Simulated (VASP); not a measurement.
The system is GaSb.

```
Sb Ga
1.0
    -2.75343    2.75343    1.59071
     2.75343   -2.75343    1.59071
     2.75343    2.75343   -1.59071
Sb Ga
1 1
Direct
  0.00000 0.00000 0.00000
  0.75000 0.25000 0.50000
```

```yaml
Program: VASP 6.6.1
Task: relaxation of cell and atoms
Functional: PBEsol
Potentials_or_basis: VASP PAW PBE potentials, release 64 (Sb, Ga_d)
Cutoff: 600 eV
k_mesh: 10 × 10 × 10
Occupations: fermi-dirac, width 0.05 eV
Spin: no spin polarisation
```

At the start: pressure -2.8 GPa; volume 24.12 Å³/atom.

Question: How do energy, volume and symmetry change on relaxing?

Answer: Over 5 steps the energy falls by 12.2 meV/atom and the volume is 22.87 Å³/atom (-5.2 %); space group I-4m2 (No. 119, to 0.1 Å) before and after.

Step by step:
| step | energy change (eV) | largest force (eV/Å) | pressure (GPa) | volume (Å³) |
| --- | --- | --- | --- | --- |
| 1 | 0.0000 | 0.0000 | -2.84 | 48.24 |
| 2 | -0.0228 | 0.0000 | 0.64 | 45.32 |
| 3 | -0.0236 | 0.0000 | 0.06 | 45.74 |
| 4 | -0.0243 | 0.0000 | 0.04 | 45.74 |
| 5 | -0.0245 | 0.0000 | 0.02 | 45.73 |

Final structure:
```
CELL_PARAMETERS angstrom
-2.71805 2.71805 1.54756
2.71805 -2.71805 1.54756
2.71805 2.71805 -1.54756
ATOMIC_POSITIONS crystal
Sb 0.00000 0.00000 0.00000
Ga 0.75000 0.25000 0.50000
```

Caveat: the PAW data sets were made with another functional, which shifts forces and pressure a little.
